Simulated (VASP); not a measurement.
# La2O3 (P-3m1) in VASP: further runs, part 2 of 3

VASP 6.6.1.

**3. Relaxation of cell and atoms, RPBE**

Input file INCAR:

```
SYSTEM = La2O3
PREC = Accurate
ENCUT = 600
EDIFF = 1E-7
ISMEAR = 0
SIGMA = 0.01
LREAL = .FALSE.
LASPH = .TRUE.
NELM = 100
ALGO = Normal
ISIF = 3
LWAVE = .FALSE.
LCHARG = .FALSE.
GGA = RP
IBRION = 2
NSW = 80
EDIFFG = -0.005
```

Input file KPOINTS:

```
Automatic mesh
0
G
  6 6 4
  0 0 0
```

Input file POSCAR:

```
La2O3
1.0
    3.9307780000      0.0000000000      0.0000000000
   -1.9653890000      3.4041530000      0.0000000000
    0.0000000000      0.0000000000      6.1119540000
La O
2 3
Direct
    0.6666666667      0.3333333333      0.7537640000
    0.3333333333      0.6666666667      0.2462360000
    0.6666666667      0.3333333333      0.3541090000
    0.3333333333      0.6666666667      0.6458910000
    0.0000000000      0.0000000000      0.0000000000
```

Potentials or basis: VASP PAW PBE potentials, release 64 (La, O).

Launch:

```console
$ cat potpaw_PBE.64/La/POTCAR potpaw_PBE.64/O/POTCAR > POTCAR
$ mpirun -np 1 vasp_std > vasp.out
```

OUTCAR:

```text
SYSTEM = La2O3
   PREC = Accurate
   ENCUT = 600
   EDIFF = 1E-7
   ISMEAR = 0
   LREAL = .FALSE.
   LASPH = .TRUE.
   NELM = 100
   ISIF = 3
   GGA = RP
   IBRION = 2
   NSW = 80
   EDIFFG = -0.005

 ion  position               nearest neighbor table
   1  0.667  0.333  0.754-   4 2.36   4 2.36   4 2.36   3 2.44   5 2.72   5 2.72   5 2.72
   2  0.333  0.667  0.246-   3 2.36   3 2.36   3 2.36   4 2.44   5 2.72   5 2.72   5 2.72
   3  0.667  0.333  0.354-   2 2.36   2 2.36   2 2.36   1 2.44
   4  0.333  0.667  0.646-   1 2.36   1 2.36   1 2.36   2 2.44
   5  0.000  0.000  0.000-   2 2.72   1 2.72   2 2.72   1 2.72   1 2.72   2 2.72

  LATTYP: Found a hexagonal cell.
 ALAT       =     3.9307780000
 C/A-ratio  =     1.5548967660

  Lattice vectors:

 A1 = (   3.9307780000,   0.0000000000,   0.0000000000)
 A2 = (  -1.9653890000,   3.4041530000,   0.0000000000)
 A3 = (   0.0000000000,   0.0000000000,   6.1119540000)

Analysis of symmetry for initial positions (statically):
=====================================================================
 Subroutine PRICEL returns:
 Original cell was already a primitive cell.

 Routine SETGRP: Setting up the symmetry group for a
 hexagonal supercell.

 Subroutine GETGRP returns: Found 12 space group operations
 (whereof 12 operations were pure point group operations)
 out of a pool of 24 trial point group operations.

The static configuration has the point symmetry D_3d.

Analysis of symmetry for dynamics (positions and initial velocities):
=====================================================================
 Subroutine PRICEL returns:
 Original cell was already a primitive cell.

 Routine SETGRP: Setting up the symmetry group for a
 hexagonal supercell.

 Subroutine GETGRP returns: Found 12 space group operations
 (whereof 12 operations were pure point group operations)
 out of a pool of 24 trial point group operations.

The dynamic configuration has the point symmetry D_3d.

[... 139 lines left out ...]
 maximum number of plane-waves:      2743
   NGX = 15   NGY = 15   NGZ = 25

--------------------------------------- Ionic step        1  -------------------------------------------

 number of electron      40.0000000 magnetization

 Free energy of the ion-electron system (eV)
  ---------------------------------------------------
  ext. energy  EPLUGINS =         0.00000000
  ---------------------------------------------------
  free energy    TOTEN  =       -39.86765236 eV

  energy without entropy =      -39.86765236  energy(sigma->0) =      -39.86765236

------------------------ aborting loop because EDIFF is reached ----------------------------------------

  FORCE on cell =-STRESS in cart. coord.  units (eV):
  Direction    XX          YY          ZZ          XY          YZ          ZX
  --------------------------------------------------------------------------------------
  -------------------------------------------------------------------------------------
  Total        2.2524759      2.2524751      2.4177666      0.0000000     -0.0000000      0.0000000
  in kB       44.1268646     44.1268490     47.3649724      0.0000000     -0.0000000      0.0000000
  external PRESSURE =      45.2062287 kB  Pullay stress =       0.0000000 kB
[... 26 lines left out ...]
--------------------------------------- Ionic step        2  -------------------------------------------

 number of electron      40.0000000 magnetization

 E-fermi :   5.6186     XC(G=0):  -9.9173

 val. band max:        5.4951257590   @ k =   0.5000   0.0000   0.5000
 cond. band min:       9.3077816242   @ k =   0.5000   0.0000   0.0000
 fundamental gap:      3.8126558651
 Fermi energy:         5.6186325519

 k-point     1 :       0.0000    0.0000    0.0000
  band No.  band energies     occupation
      1     -24.6162      2.00000
      2     -24.4423      2.00000
      3     -11.2488      2.00000
      4     -10.1030      2.00000
      5      -9.7229      2.00000
      6      -8.0831      2.00000
[... 708 lines left out ...]
  FREE ENERGIE OF THE ION-ELECTRON SYSTEM (eV)
  ---------------------------------------------------
  free  energy   TOTEN  =       -39.9074243605 eV

  energy  without entropy=      -39.9074243605  energy(sigma->0) =      -39.90742436

[... ionic steps 4 to 9 ...]

--------------------------------------- Ionic step       10  -------------------------------------------

 number of electron      39.9999997 magnetization

------------------------ aborting loop because EDIFF is reached ----------------------------------------
[... 73 lines left out ...]
--------------------------------------- Ionic step       12  -------------------------------------------

 number of electron      39.9999997 magnetization

 Free energy of the ion-electron system (eV)
  ---------------------------------------------------
  ext. energy  EPLUGINS =         0.00000000
  ---------------------------------------------------
  free energy    TOTEN  =       -39.91516712 eV

  energy without entropy =      -39.91516712  energy(sigma->0) =      -39.91516712

 E-fermi :   5.7675     XC(G=0): -10.0343

 val. band max:        5.7151054794   @ k =   0.5000   0.0000   0.5000
 cond. band min:       9.6084066948   @ k =   0.5000   0.0000   0.0000
 fundamental gap:      3.8933012154
 Fermi energy:         5.7675344912

 k-point     1 :       0.0000    0.0000    0.0000
  band No.  band energies     occupation
      1     -24.2739      2.00000
      2     -24.0870      2.00000
      3     -11.1509      2.00000
      4      -9.9994      2.00000
      5      -9.5004      2.00000
      6      -7.7298      2.00000
[... 669 lines left out ...]
  FREE ENERGIE OF THE ION-ELECTRON SYSTEM (eV)
  ---------------------------------------------------
  free  energy   TOTEN  =       -39.9151671163 eV

  energy  without entropy=      -39.9151671163  energy(sigma->0) =      -39.91516712

 reached required accuracy - stopping structural energy minimisation
```

It took 13 min on 1 thread of Intel Xeon 8259CL, shared host; peak memory 0.26 GiB.

Results:

| Item | Value |
| --- | --- |
| Free energy | -39.9152 eV |
| Relaxed volume | 17.05 Å³/atom |
| Relaxed cell | a = 3.959 Å, b = 3.959 Å, c = 6.280 Å, α = 90.00°, β = 90.00°, γ = 120.00° |
| Space group after relaxing (to 0.1 Å) | P-3m1 (No. 164) |
| Energy gained by relaxing | 9.5 meV/atom |
| Ionic steps | 12 |
| Pressure after relaxing | 0.0 GPa |
| Band gap on the k mesh | 3.89 eV (least direct gap 4.08 eV) |

The path:
| step | energy change (eV) | largest force (eV/Å) | pressure (GPa) | volume (Å³) |
| --- | --- | --- | --- | --- |
| 1 | 0.0000 | 0.0375 | 4.52 | 81.78 |
| 2 | -0.0097 | 0.4383 | -3.49 | 87.37 |
| 3 | -0.0398 | 0.2278 | -0.01 | 84.70 |
| 4 | -0.0449 | 0.0505 | -0.02 | 84.97 |
| 5 | -0.0458 | 0.0595 | -0.01 | 85.13 |
| 6 | -0.0469 | 0.0441 | 0.00 | 85.17 |
| 7 | -0.0474 | 0.0268 | 0.02 | 85.21 |
| 8 | -0.0475 | 0.0155 | -0.03 | 85.25 |
| 9 | -0.0475 | 0.0083 | -0.07 | 85.28 |
| 10 | -0.0475 | 0.0081 | -0.08 | 85.30 |
| 11 | -0.0475 | 0.0156 | 0.13 | 85.16 |
| 12 | -0.0475 | 0.0012 | 0.00 | 85.24 |

Final structure:
```
La O
1.0
     3.95907    0.00000    0.00000
    -1.97954    3.42865    0.00000
     0.00000    0.00000    6.27969
La O
2 3
Direct
  0.66667 0.33333 0.75132
  0.33333 0.66667 0.24868
  0.66667 0.33333 0.35489
  0.33333 0.66667 0.64511
  0.00000 0.00000 0.00000
```

Levels at points of the mesh, in eV from the valence-band top:
| k point | band 16 | band 17 | band 18 | band 19 | band 20 | band 21 | band 22 | band 23 | band 24 |
| --- | --- | --- | --- | --- | --- | --- | --- | --- | --- |
| (0.00, 0.00, 0.00) | -2.05 | -1.53 | -0.29 | -0.29 | -0.05 | 4.27 | 4.62 | 4.62 | 4.99 |
| (0.50, 0.00, 0.00) | -0.71 | -0.70 | -0.65 | -0.37 | -0.27 | 3.89 | 4.61 | 4.95 | 5.04 |
| (0.00, 0.00, 0.50) | -1.82 | -0.93 | -0.67 | -0.21 | -0.21 | 4.59 | 4.68 | 4.68 | 4.76 |
| (0.50, 0.00, 0.50) | -0.95 | -0.95 | -0.62 | -0.34 | 0.00 | 4.32 | 4.56 | 4.87 | 4.99 |

Caveat: the PAW data sets were made with another functional, which shifts forces and pressure a little; spin-orbit coupling is left out, which moves the levels of the heavy elements. A k mesh can miss the band edges.

**4. Relaxation of cell and atoms, PBE+D3(BJ)**

Edit INCAR of step 3 so:

```diff
@@ -8,3 +8,3 @@
 LASPH = .TRUE.
-NELM = 100
+NELM = 60
 ALGO = Normal
@@ -13,3 +13,4 @@
 LCHARG = .FALSE.
-GGA = RP
+GGA = PE
+IVDW = 12
 IBRION = 2
```

KPOINTS is that of step 3.

POSCAR is that of step 3.

Launch:

```console
$ cat potpaw_PBE.64/La/POTCAR potpaw_PBE.64/O/POTCAR > POTCAR
$ mpirun -np 1 vasp_std > vasp.out
```

It took 8.5 min on 1 thread of Intel Xeon 8259CL, shared host; peak memory 0.27 GiB.

It converged, with:

| Quantity | Value |
| --- | --- |
| Free energy | -43.1212 eV |
| Relaxed volume | 16.20 Å³/atom |
| Relaxed cell | a = 3.919 Å, b = 3.919 Å, c = 6.090 Å, α = 90.00°, β = 90.00°, γ = 120.00° |
| Space group after relaxing (to 0.1 Å) | P-3m1 (No. 164) |
| Energy gained by relaxing | 0.6 meV/atom |
| Ionic steps | 7 |
| Pressure after relaxing | 0.0 GPa |
| Band gap on the k mesh | 3.87 eV (least direct gap 3.98 eV) |
| Dispersion energy per atom | -0.261 eV |

Step by step:
```csv
step,energy change (eV),largest force (eV/Å),pressure (GPa),volume (Å³)
1,0.0000,0.0106,-1.17,81.78
2,0.0001,0.1308,1.22,80.38
3,-0.0026,0.0629,-0.01,81.08
4,-0.0028,0.0085,0.00,81.03
5,-0.0028,0.0103,-0.01,81.03
6,-0.0028,0.0080,0.00,81.02
7,-0.0029,0.0018,0.03,80.99
```

Final structure:
```
CELL_PARAMETERS angstrom
3.91851 0.00000 0.00000
-1.95926 3.39353 0.00000
0.00000 0.00000 6.09026
ATOMIC_POSITIONS crystal
La 0.66667 0.33333 0.75436
La 0.33333 0.66667 0.24564
O 0.66667 0.33333 0.35382
O 0.33333 0.66667 0.64618
O 0.00000 0.00000 0.00000
```

Levels at points of the mesh, in eV from the valence-band top:
```
           k point  band 17  band 18  band 19  band 20  band 21  band 22  band 23  band 24
(0.00, 0.00, 0.00)    -1.68    -0.39    -0.39    -0.12     4.35     4.61     4.61     5.23
(0.50, 0.00, 0.00)    -0.73    -0.65    -0.41    -0.30     3.87     4.75     5.22     5.24
(0.00, 0.00, 0.50)    -1.01    -0.80    -0.29    -0.29     4.74     4.75     4.75     5.01
(0.50, 0.00, 0.50)    -0.94    -0.72    -0.36     0.00     4.43     4.66     5.10     5.24
```

Caveat: spin-orbit coupling is left out, which moves the levels of the heavy elements. A k mesh can miss the band edges.

[end of part 2 of 3]
